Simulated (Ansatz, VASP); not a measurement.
**Two plane-wave programs on LaTlO2**

The input INCAR:

```
SYSTEM = LaTlO2
  PREC = Accurate
  ENCUT = 520
  EDIFF = 1E-7
  ISMEAR = 0
  SIGMA = 0.01
  LREAL = .FALSE.
  LASPH = .TRUE.
  NELM = 60
  ALGO = Normal
  ISIF = 2
  LWAVE = .FALSE.
  LCHARG = .TRUE.
  GGA = PE
  LELF = .TRUE.
  LVHAR = .TRUE.
  NBANDS = 46
```

File KPOINTS:

```
regular mesh
0
G
  6 6 6
  0 0 0
```

POSCAR

```
LaTlO2
1.0
   -2.6163545660      2.6163545660      6.0070579019
    2.6163545660     -2.6163545660      6.0070579019
    2.6163545660      2.6163545660     -6.0070579019
Tl O La
2 4 2
Direct
    0.7500000000      0.2500000000      0.5000000000
    0.0000000000      0.0000000000      0.0000000000
    0.4520396072     -0.0479603928      0.5000000000
    0.7020396072      0.7020396072      0.0000000000
    0.0479603928      0.5479603928      0.5000000000
    0.2979603928      0.2979603928      0.0000000000
    0.2500000000      0.7500000000      0.5000000000
    0.5000000000      0.5000000000      0.0000000000
```

Input for Ansatz:

```yaml
crystal:
  lattice:
    - [-2.616354566, 2.616354566, 6.0070579019]
    - [2.616354566, -2.616354566, 6.0070579019]
    - [2.616354566, 2.616354566, -6.0070579019]
  atoms:
    - { symbol: Tl, position: [0.75, 0.25, 0.5] }
    - { symbol: O, position: [0.4520396072, -0.0479603928, 0.5] }
    - { symbol: Tl, position: [0.0, 0.0, 0.0] }
    - { symbol: O, position: [0.7020396072, 0.7020396072, 0.0] }
    - { symbol: La, position: [0.25, 0.75, 0.5] }
    - { symbol: O, position: [0.0479603928, 0.5479603928, 0.5] }
    - { symbol: La, position: [0.5, 0.5, 0.0] }
    - { symbol: O, position: [0.2979603928, 0.2979603928, 0.0] }
kpoints:
  mp_grid: { grid: [6, 6, 6] }
hamiltonian:
  xc: pbe
scf:
  occupations: { method: fixed }
  n_extra_bands: 6
output:
  forces: true
  stress: true
  eigenvalues: true
```

Alike in both runs: task single point; functional PBE; k mesh 6 × 6 × 6; no spin polarisation.

|  | VASP | Ansatz |
| --- | --- | --- |
| version | VASP 6.6.1 | Ansatz 0.2.0 |
| potentials or method | VASP PAW PBE potentials, release 64 (Tl_d, O, La) | plane waves, PAW |
| plane-wave cutoff (eV) | 520 | 420 |
| occupations | gaussian, width 0.01 eV | fixed |
| valence electrons in the cell | 72 | 72 |

VASP gave:

```
gap on the k mesh at the Fermi level (eV) : 1.17
pressure (GPa)                            : -4.6
rms of the force components (eV/Å)        : 0.086
```

Task: Estimate Ansatz's values.

Result: gap on the k mesh at the Fermi level (eV): 1.15; pressure (GPa): -4.4; rms of the force components (eV/Å): 0.085.

Neither program's run includes spin-orbit coupling.
